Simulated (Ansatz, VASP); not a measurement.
# C in VASP and in Ansatz

```
CELL_PARAMETERS angstrom
2.45600 0.00000 0.00000
-1.22800 2.12696 0.00000
0.00000 0.00000 6.69600
ATOMIC_POSITIONS crystal
C 0.00000 0.00000 0.75000
C 0.00000 0.00000 0.25000
C 0.33333 0.66667 0.75000
C 0.66667 0.33333 0.25000
```

Alike in both runs: task single point; functional PBE; dispersion D3(BJ); k mesh 21 × 21 × 6; occupations gaussian, width 0.1 eV; no spin polarisation.

|  | VASP | Ansatz |
| --- | --- | --- |
| version | VASP 6.6.1 | Ansatz 0.2.0 |
| potentials or method | VASP PAW PBE potentials, release 64 (C), cutoff 600 eV | scalar-relativistic, plane waves, PAW |
| valence electrons in the cell | 16 | 16 |

|  | VASP | Ansatz | Ansatz less VASP |
| --- | --- | --- | --- |
| gap on the k mesh at the Fermi level (eV) | none | none | - |
| pressure (GPa) | 3.3 | 3.3 | -0.01 |
| traceless stress, the component that is largest in VASP (GPa) | -3.47 | -3.12 | +0.352 |

A gap of «none» marks a metal or a gap that the smearing closes.
